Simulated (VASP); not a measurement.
# V (Im-3m) in VASP: notebook

Runs on V. Level: LDA. Tasks: single point, relaxation of cell and atoms.

Program: VASP 6.6.1. These are calculated values, not measurements. Logs are shortened: lines on timing, memory, paths and dates and some standing lists are left out, and cuts for length are marked.

### 1 The cell of the first run

It takes space group Im-3m (No. 229, cubic). Conventional cell: a = 2.920 Å, b = 2.920 Å, c = 2.920 Å, α = 90.00°, β = 90.00°, γ = 90.00°. Within 3.3 Å of V (site symmetry m-3m) lie 14 V at 2.53 to 2.92 Å.

### 2 Single point, LDA, collinear spin, ferromagnetic start

INCAR

```
SYSTEM = V
ALGO = Normal
EDIFF = 1E-7
ENCUT = 520
GGA = CA
ISIF = 2
ISMEAR = -1
ISPIN = 2
LASPH = .True.
LCHARG = .False.
LMAXMIX = 4
LORBIT = 11
LREAL = .False.
LWAVE = .False.
MAGMOM = 1.5
NBANDS = 16
NELM = 150
PREC = Accurate
SIGMA = 0.05
```

KPOINTS

```
k-points
0
Gamma
  9 9 9
  0 0 0
```

POSCAR

```
V
1.0
   -1.4597823046      1.4597823046      1.4597823046
    1.4597823046     -1.4597823046      1.4597823046
    1.4597823046      1.4597823046     -1.4597823046
V
1
Direct
    0.0000000000      0.0000000000      0.0000000000
```

Potentials or basis: VASP PAW LDA potentials, release 64 (V_sv).

Command:

```bash
$ cat potpaw_LDA.64/V_sv/POTCAR > POTCAR
$ mpirun -np 1 vasp_std > vasp.out
```

OUTCAR:

```text
SYSTEM = V
   EDIFF = 1E-7
   ENCUT = 520
   GGA = CA
   ISIF = 2
   ISMEAR = -1
   ISPIN = 2
   LASPH = .True.
   LORBIT = 11
   LREAL = .False.
   NELM = 150
   PREC = Accurate

 ion  position               nearest neighbor table
   1  0.000  0.000  0.000-

  LATTYP: Found a body centered cubic cell.
 ALAT       =     2.9195646092

  Lattice vectors:

 A1 = (  -1.4597823046,   1.4597823046,   1.4597823046)
 A2 = (   1.4597823046,  -1.4597823046,   1.4597823046)
 A3 = (   1.4597823046,   1.4597823046,  -1.4597823046)

Analysis of symmetry for initial positions (statically):
=====================================================================
 Subroutine PRICEL returns:
 Original cell was already a primitive cell.

 Routine SETGRP: Setting up the symmetry group for a
 body centered cubic supercell.

 Subroutine GETGRP returns: Found 48 space group operations
 (whereof 48 operations were pure point group operations)
 out of a pool of 48 trial point group operations.

The static configuration has the point symmetry O_h .

Analysis of symmetry for dynamics (positions and initial velocities):
=====================================================================
 Subroutine PRICEL returns:
 Original cell was already a primitive cell.

 Routine SETGRP: Setting up the symmetry group for a
 body centered cubic supercell.

 Subroutine GETGRP returns: Found 48 space group operations
 (whereof 48 operations were pure point group operations)
 out of a pool of 48 trial point group operations.

The dynamic configuration has the point symmetry O_h .

Analysis of structural, dynamic, and magnetic symmetry:
=====================================================================
 Subroutine PRICEL returns:
 Original cell was already a primitive cell.

 Routine SETGRP: Setting up the symmetry group for a
 body centered cubic supercell.

 Subroutine GETGRP returns: Found 48 space group operations
 (whereof 48 operations were pure point group operations)
 out of a pool of 48 trial point group operations.

The overall configuration has the point symmetry O_h .

 Subroutine INISYM returns: Found 48 space group operations
 (whereof 48 operations are pure point group operations),
 and found     1 'primitive' translations

----------------------------------------------------------------------------------------

[... 98 lines left out ...]
   POTIM  = 0.5000    time-step for ionic-motion
   TEBEG  =    0.0;   TEEND  =   0.0 temperature during run
   PSTRESS=    0.0 pullay stress
   NELECT =      13.0000    total number of electrons
   NUPDOWN=      -1.0000    fix difference up-down
   EMIN   =  10.00;   EMAX   =-10.00  energy-range for DOS
   EFERMI =   0.00;   METHOD = LEGACY
   ISMEAR =    -1;   SIGMA  =   0.05  broadening in eV -4-tet -1-fermi 0-gaus
   EFERMI_NEDOS =   21; number of points for ismear=-14 and -15
   IALGO  =     38    algorithm
   IMIX   =      4    mixing-type and parameters
     AMIX     =   0.40;   BMIX     =  1.00
     AMIX_MAG =   1.60;   BMIX_MAG =  1.00
  volume/ion in A,a.u.               =      12.44        83.97
  Fermi-wavevector in a.u.,A,eV,Ry     =   1.661172  3.139159 37.545160  2.759491
  Thomas-Fermi vector in A             =   2.748281
   LORBIT       =     11    0 simple, 1 ext, 2 COOP (PROOUT), +10 PAW based schemes
   GGA     = CA    functional components
   LHFCALC =     F    Hartree Fock is set to
   AEXX    =    0.0000 exact exchange contribution
   IVDW    =     0    specifies the selected vdW correction
   LEPSILON=     F    determine dielectric tensor
   LRPA    =     F    only Hartree local field effects (RPA)
 spin polarized calculation
  energy-cutoff  :      520.00
  volume of cell :       12.44
 maximum number of plane-waves:       350
   NGX =  9   NGY =  9   NGZ =  9

 number of electron      13.0000010 magnetization      -0.0005341

 number of electron      13.0000010 magnetization       0.0000024

 Free energy of the ion-electron system (eV)
  ---------------------------------------------------
  ext. energy  EPLUGINS =         0.00000000
  ---------------------------------------------------
  free energy    TOTEN  =        -9.96165956 eV

  energy without entropy =       -9.95013600  energy(sigma->0) =       -9.95589778

 E-fermi :  10.5915     XC(G=0): -13.6623

 val. band max:       10.5577555096   @ k =   0.2222   0.0000   0.0000
 cond. band min:      10.5960316759   @ k =  -0.2222   0.2222   0.1111
 fundamental gap:      0.0382761663
 Fermi energy:        10.5914870579

 spin component 1

 k-point     1 :       0.0000    0.0000    0.0000
  band No.  band energies     occupation
      1     -52.3246      1.00000
      2     -25.8777      1.00000
      3     -25.8777      1.00000
      4     -25.8777      1.00000
      5       3.8447      1.00000
      6      10.9422      0.00090
[... 435 lines left out ...]
      5       7.9837      1.00000
      6       9.9125      1.00000
[... 8 lines left out ...]
     15      36.7196      0.00000
     16      42.8761      0.00000

 [... further k-points ...]

 spin component 2

 k-point     1 :       0.0000    0.0000    0.0000
  band No.  band energies     occupation
      1     -52.3246      1.00000
      2     -25.8777      1.00000
      3     -25.8777      1.00000
      4     -25.8777      1.00000
      5       3.8447      1.00000
      6      10.9422      0.00090
[... 435 lines left out ...]
      5       7.9837      1.00000
      6       9.9125      1.00000
[... 8 lines left out ...]
     15      36.7196      0.00000
     16      42.8761      0.00000

 [... further k-points ...]
[... 5 lines left out ...]
  --------------------------------------------------------------------------------------
  -------------------------------------------------------------------------------------
  Total        0.0461192      0.0461192      0.0461192      0.0000000      0.0000000      0.0000000
  in kB        5.9383790      5.9383790      5.9383790      0.0000000      0.0000000      0.0000000
  external PRESSURE =       5.9383790 kB  Pullay stress =       0.0000000 kB

 VOLUME and BASIS-vectors are now :
 -----------------------------------------------------------------------------
  energy-cutoff  :      520.00
  volume of cell :       12.44
      direct lattice vectors                 reciprocal lattice vectors
    -1.459782305  1.459782305  1.459782305     0.000000000  0.342516825  0.342516825
     1.459782305 -1.459782305  1.459782305     0.342516825  0.000000000  0.342516825
     1.459782305  1.459782305 -1.459782305     0.342516825  0.342516825  0.000000000

 POSITION                                       TOTAL-FORCE (eV/Angst)
 -----------------------------------------------------------------------------------
      0.00000      0.00000      0.00000         0.000000     -0.000000     -0.000000
 -----------------------------------------------------------------------------------
    total drift:                                0.000000     -0.000000      0.000000

  FREE ENERGIE OF THE ION-ELECTRON SYSTEM (eV)
  ---------------------------------------------------
  free  energy   TOTEN  =        -9.9616595647 eV

  energy  without entropy=       -9.9501359987  energy(sigma->0) =       -9.95589778

 total charge

# of ion       s       p       d       tot
------------------------------------------
    1        2.365   6.234   3.233  11.832

 magnetization (x)

# of ion       s       p       d       tot
------------------------------------------
    1        0.000  -0.000   0.000   0.000
```

It took 15 s on 1 thread of Intel Xeon Platinum 8488C (Sapphire Rapids), shared host; peak memory 0.12 GiB.

Results:

```yaml
Free_energy: -9.9617 eV
Pressure: 0.6 GPa
Net_moment: 0.00 μB per cell
Valence_electrons_inside_the_program's_atomic_spheres: V 11.83
```

### 3 Relaxation of cell and atoms, LDA, collinear spin, ferromagnetic start

This run uses another cell than the first one, of 13.89 Å³/atom.

INCAR

```
SYSTEM = V
  PREC = Accurate
  ENCUT = 600
  EDIFF = 1E-6
  ISMEAR = -1
  SIGMA = 0.05
  LREAL = .FALSE.
  LASPH = .TRUE.
  NELM = 150
  ALGO = Normal
  ISIF = 3
  LWAVE = .FALSE.
  LCHARG = .FALSE.
  ISPIN = 2
  MAGMOM = 1.5
  LORBIT = 11
  LMAXMIX = 4
  GGA = CA
  IBRION = 2
  NSW = 60
  EDIFFG = -0.03
```

KPOINTS

```
Automatic mesh
0
G
  9 9 9
  0 0 0
```

POSCAR

```
V
1.0
   -1.5143500000      1.5143500000      1.5143500000
    1.5143500000     -1.5143500000      1.5143500000
    1.5143500000      1.5143500000     -1.5143500000
V
1
Direct
    0.0000000000      0.0000000000      0.0000000000
```

Potentials or basis: VASP PAW LDA potentials, release 64 (V_sv).

Command:

```bash
$ cat potpaw_LDA.64/V_sv/POTCAR > POTCAR
$ mpirun -np 1 vasp_std > vasp.out
```

It took 29 s on 1 thread of Intel Xeon Platinum 8488C (Sapphire Rapids), shared host; peak memory 0.15 GiB.

Results (log left out):

* Free energy: -9.9630 eV
* Relaxed volume: 12.48 Å³/atom
* Relaxed cell: a = 2.531 Å, b = 2.531 Å, c = 2.531 Å, α = 109.47°, β = 109.47°, γ = 109.47°
* Space group after relaxing (to 0.1 Å): Im-3m (No. 229)
* Energy gained by relaxing: 87.5 meV/atom
* Ionic steps: 4
* Pressure after relaxing: -0.1 GPa
* Net moment: 0.00 μB per cell
* Valence electrons inside the program's atomic spheres: V 11.83

Step by step:
| step | energy change (eV) | largest force (eV/Å) | pressure (GPa) | volume (Å³) |
| --- | --- | --- | --- | --- |
| 1 | 0.0000 | 0.0000 | -17.92 | 13.89 |
| 2 | 0.0581 | 0.0000 | 35.29 | 11.00 |
| 3 | -0.0874 | 0.0000 | -0.69 | 12.51 |
| 4 | -0.0875 | 0.0000 | -0.09 | 12.48 |

Final structure:
```yaml
crystal:
  lattice:
    - [-1.46117, 1.46117, 1.46117]
    - [1.46117, -1.46117, 1.46117]
    - [1.46117, 1.46117, -1.46117]
  atoms:
    - { symbol: V, position: [0.00000, 0.00000, 0.00000] }
```

Levels at points of the mesh, in eV from the Fermi level:
Spin up:
| k point | band 4 | band 5 | band 6 | band 7 | band 8 | band 9 |
| --- | --- | --- | --- | --- | --- | --- |
| (0.00, 0.00, 0.00) | -36.48 | -6.74 | 0.35 | 0.35 | 0.35 | 2.55 |
Spin down:
| k point | band 2 | band 3 | band 4 | band 5 | band 6 | band 7 | band 8 | band 9 | band 10 | band 11 |
| --- | --- | --- | --- | --- | --- | --- | --- | --- | --- | --- |
| (0.00, 0.00, 0.00) | -36.48 | -36.48 | -36.48 | -6.74 | 0.35 | 0.35 | 0.35 | 2.55 | 2.55 | 21.05 |

LDA usually gives volumes a few per cent too small. Zero-point motion and thermal expansion aren't in these numbers.
